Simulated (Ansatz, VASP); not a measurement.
**Co in VASP and in Ansatz**

The input POSCAR:

```
Co
1.0
    2.4215367659      0.0000000000      0.0000000000
   -1.2107683830      2.0971123555      0.0000000000
    0.0000000000      0.0000000000      3.9390568819
Co
2
Direct
    0.6666666667      0.3333333333      0.7500000000
    0.3333333333      0.6666666667      0.2500000000
```

The input INCAR.step1:

```
SYSTEM = Co
PREC     = Accurate       ! precision mode
ENCUT    = 520            ! plane-wave cutoff, eV
ISMEAR   = -1             ! smearing method
SIGMA    = 0.05           ! smearing width, eV
LREAL    = .False.        ! projectors in reciprocal space
LASPH    = .True.         ! aspherical terms in the spheres
NELM     = 150            ! most SCF steps
ISPIN    = 2              ! spin polarisation
MAGMOM   = 2 2            ! initial moments
LMAXMIX  = 4              ! l up to which the mixer works
NBANDS   = 20             ! bands
GGA      = PE             ! functional
ALGO     = Normal         ! electronic algorithm
EDIFF    = 1E-4           ! SCF threshold, eV
LWAVE    = .True.         ! write WAVECAR
LCHARG   = .False.        ! write CHGCAR
```

File INCAR.step2:

```
SYSTEM = Co
PREC     = Accurate       ! precision mode
ENCUT    = 520            ! plane-wave cutoff, eV
EDIFF    = 1E-6           ! SCF threshold, eV
ISMEAR   = -1             ! smearing method
SIGMA    = 0.05           ! smearing width, eV
LREAL    = .False.        ! projectors in reciprocal space
LASPH    = .True.         ! aspherical terms in the spheres
NELM     = 150            ! most SCF steps
ALGO     = Normal         ! electronic algorithm
ISIF     = 2              ! what is computed and relaxed
LWAVE    = .False.        ! write WAVECAR
LCHARG   = .False.        ! write CHGCAR
ISPIN    = 2              ! spin polarisation
MAGMOM   = 2 2            ! initial moments
LORBIT   = 11             ! projections on sites
LMAXMIX  = 4              ! l up to which the mixer works
METAGGA  = R2SCAN         ! meta-GGA
LMIXTAU  = .True.       
NBANDS   = 20             ! bands
ISTART   = 1
```

File KPOINTS:

```
regular mesh
0
Gamma
  12 12 7
  0 0 0
```

input.yaml

```yaml
crystal:
  lattice:
    - [2.4215367659, 0.0, 0.0]
    - [-1.210768383, 2.0971123555, 0.0]
    - [0.0, 0.0, 3.9390568819]
  atoms:
    - { symbol: Co, position: [0.6666666667, 0.3333333333, 0.75], spin: 2.0 }
    - { symbol: Co, position: [0.3333333333, 0.6666666667, 0.25], spin: 2.0 }
hamiltonian:
  xc: r2scan
  pseudopotentials: { kind: paw }
magnetization:
  spin_polarized: true
kpoints:
  mp_grid: { grid: [12, 12, 7] }
scf:
  occupations: { method: fermi_dirac, width: 0.05 }
output:
  forces: true
  stress: true
  eigenvalues: true
```

Alike in both runs: task single point; functional r2SCAN; k mesh 12 × 12 × 7; occupations fermi-dirac, width 0.05 eV; collinear spin.

|  | VASP | Ansatz |
| --- | --- | --- |
| version | VASP 6.6.1 | Ansatz 0.2.0 |
| potentials or method | VASP PAW PBE potentials, release 64 (Co) | Ansatz PAW |
| plane-wave cutoff (eV) | 520 | 500 |
| valence electrons in the cell | 18 | 34 |

|  | VASP | Ansatz | Ansatz less VASP |
| --- | --- | --- | --- |
| gap on the k mesh at the Fermi level (eV) | none | none | - |
| pressure (GPa) | 15.9 | 16.2 | +0.26 |
| traceless stress, the component that is largest in VASP (GPa) | -1.20 | -0.89 | +0.313 |
| net moment per atom (μB) | 1.70 | 1.71 | +0.013 |
| size of the moment on the site where the two differ most (μB) | 1.74 | 1.84 | +0.098 |

VASP's potentials were made for PBE, not for r2SCAN. Site moments also hang on the region over which each program counts them. A gap of «none» marks a metal or a gap that the smearing closes. VASP's potentials hold 18 valence electrons a cell and Ansatz's 34, so a difference there can come from the potentials and not from the codes.

Noted on Ansatz's run: the magnetic or orbital state may not be the lowest.
